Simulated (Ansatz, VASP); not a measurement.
**One calculation of Rh, two programs**

File INCAR:

```
PREC     = Accurate       # precision mode
ENCUT    = 520            # plane-wave cutoff, eV
EDIFF    = 1E-6           # SCF threshold, eV
ISMEAR   = -1             # smearing method
SIGMA    = 0.05           # smearing width, eV
LREAL    = F              # projectors in reciprocal space
LASPH    = T              # aspherical terms in the spheres
NELM     = 60             # most SCF steps
ALGO     = Normal         # electronic algorithm
ISIF     = 2              # what is computed and relaxed
LWAVE    = F              # write WAVECAR
LCHARG   = T              # write CHGCAR
GGA      = PE             # functional
LELF     = T              # ELF
LVHAR    = T            
NBANDS   = 14             # bands
```

File KPOINTS:

```
Automatic mesh
0
Gamma
  16 16 16
```

Contents of POSCAR:

```
Rh
1.0
   -1.5223259294      1.5223259294      1.5223259294
    1.5223259294     -1.5223259294      1.5223259294
    1.5223259294      1.5223259294     -1.5223259294
Rh
1
Direct
    0.0000000000      0.0000000000      0.0000000000
```

Input for Ansatz:

```yaml
crystal:
  lattice:
    - [-1.5223259294, 1.5223259294, 1.5223259294]
    - [1.5223259294, -1.5223259294, 1.5223259294]
    - [1.5223259294, 1.5223259294, -1.5223259294]
  atoms:
    - { symbol: Rh, position: [0.0, 0.0, 0.0] }
kpoints:
  mp_grid: { grid: [16, 16, 16] }
scf:
  occupations: { method: fermi_dirac, width: 0.05 }
hamiltonian:
  xc: pbe
  pseudopotentials: { kind: all_electron, lapw: { basis_error: 0.0005 } }
output:
  forces: true
  stress: true
  eigenvalues: true
```

Change from the starting cell: volume scaled by 0.975.

Alike in both runs: task single point; functional PBE; k mesh 16 × 16 × 16; occupations fermi-dirac, width 0.05 eV; no spin polarisation.

```csv
,VASP,Ansatz
version,VASP 6.6.1,Ansatz 0.2.0
potentials or method,"VASP PAW PBE potentials, release 64 (Rh_pv), cutoff 520 eV","all-electron LAPW, scalar-relativistic"
```

|  | VASP | Ansatz | Ansatz less VASP |
| --- | --- | --- | --- |
| pressure (GPa) | 6.4 | 6.3 | -0.10 |

Ansatz ran all-electron here, and VASP with PAW potentials.
